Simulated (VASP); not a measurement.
PbO2:

```
Pb O
1.0
     0.00000    2.70199    2.70199
     2.70199    0.00000    2.70199
     2.70199    2.70199    0.00000
Pb O
1 2
Direct
  0.00000 0.00000 0.00000
  0.25000 0.25000 0.25000
  0.75000 0.75000 0.75000
```

Base run:

```yaml
Program: VASP 6.6.1
Functional: PBE
Potentials_or_basis: VASP PAW PBE potentials, release 64 (Pb_d, O)
Cutoff: 520 eV
k_mesh: 6 × 6 × 6
Occupations: gaussian, width 0.1 eV
Spin: no spin polarisation
```

Its results: band gap on the k mesh zero (band 13 reaches 5.63 eV, above the bottom of band 14 at 4.44 eV); pressure 0.2 GPa.

**Question.** The run is repeated on the same cell with these changes: k mesh from 6 × 6 × 6 to 2 × 2 × 2, shifted; further incar settings from ALGO = Normal; EDIFF = 1e-06; NBANDS = 20 to ALGO = Normal; EDIFF = 1e-06; NBANDS = 20; ISYM = 0. What comes out?

**Answer.** Band gap on the k mesh 1.93 eV, indirect (least direct gap 2.62 eV); pressure 0.0 GPa.

Caveats: some runs use coarse meshes; spin-orbit coupling is left out, which moves the levels of the heavy elements.

A k mesh can miss the band edges.
